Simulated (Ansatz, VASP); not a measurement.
# ScSbSe3: VASP beside Ansatz

```
Sc Sb Se
1.0
     5.66124    0.00000    0.00000
    -2.83062    4.90278    0.00000
     0.00000    0.00000    5.70551
Sc Sb Se
1 1 3
Direct
  0.00000 0.00000 0.50000
  0.00000 0.00000 0.00000
  0.50000 0.00000 0.50000
  0.00000 0.50000 0.50000
  0.50000 0.50000 0.50000
```

Alike in both runs: functional PBE; k mesh 3 × 3 × 4; occupations gaussian, width 0.1 eV; no spin polarisation.

Ansatz relaxed the structure, and its values are those at the end. VASP's run is a single point on that final structure, the one shown.

|  | VASP | Ansatz |
| --- | --- | --- |
| version | VASP 6.6.1 | Ansatz 0.2.0 |
| potentials or method | VASP PAW PBE potentials, release 64 (Sc_sv, Sb, Se), cutoff 520 eV | scalar-relativistic, plane waves, PAW |
| valence electrons in the cell | 34 | 74 |

|  | VASP | Ansatz | Ansatz less VASP |
| --- | --- | --- | --- |
| gap on the k mesh at the Fermi level (eV) | none | none | - |
| pressure (GPa) | -0.1 | -0.2 | -0.04 |

A gap of «none» marks a metal or a gap that the smearing closes. The functional is the same, so the differences come from potentials, cutoffs and numerics. VASP's potentials hold 34 valence electrons a cell and Ansatz's 74, so a difference there can come from the potentials and not from the codes.

The k mesh is coarse, so the values compare programs but aren't converged. Spin-orbit coupling is off throughout.
